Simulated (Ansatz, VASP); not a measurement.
**Pb: VASP beside Ansatz**

```
Pb
1.0
     3.51392    0.00000    0.00000
    -1.75696    3.04314    0.00000
     0.00000    0.00000   26.59399
Pb
5
Direct
  0.66667 0.33333 0.28784
  0.33333 0.66667 0.38920
  0.66667 0.33333 0.50000
  0.33333 0.66667 0.61080
  0.66667 0.33333 0.71216
```

Alike in both runs: functional r2SCAN; k mesh 12 × 12 × 1; occupations gaussian, width 0.1 eV; no spin polarisation.

Ansatz relaxed the structure, and its values are those at the end. VASP's run is a single point on that final structure, the one shown.

|  | VASP | Ansatz |
| --- | --- | --- |
| version | VASP 6.6.1 | Ansatz 0.2.0 |
| potentials or method | VASP PAW PBE potentials, release 64 (Pb_d), cutoff 520 eV | scalar-relativistic, plane waves, PAW |
| valence electrons in the cell | 70 | 70 |

|  | VASP | Ansatz | Ansatz less VASP |
| --- | --- | --- | --- |
| gap on the k mesh at the Fermi level (eV) | none | none | - |
| rms of the force components (eV/Å) | 0.003 | 0.003 | -0.0005 |

VASP's potentials were made for PBE, not for r2SCAN. A gap of «none» marks a metal or a gap that the smearing closes. With one functional, cell and mesh, what is left measures potentials, basis and numerics.

Neither program's run includes spin-orbit coupling.
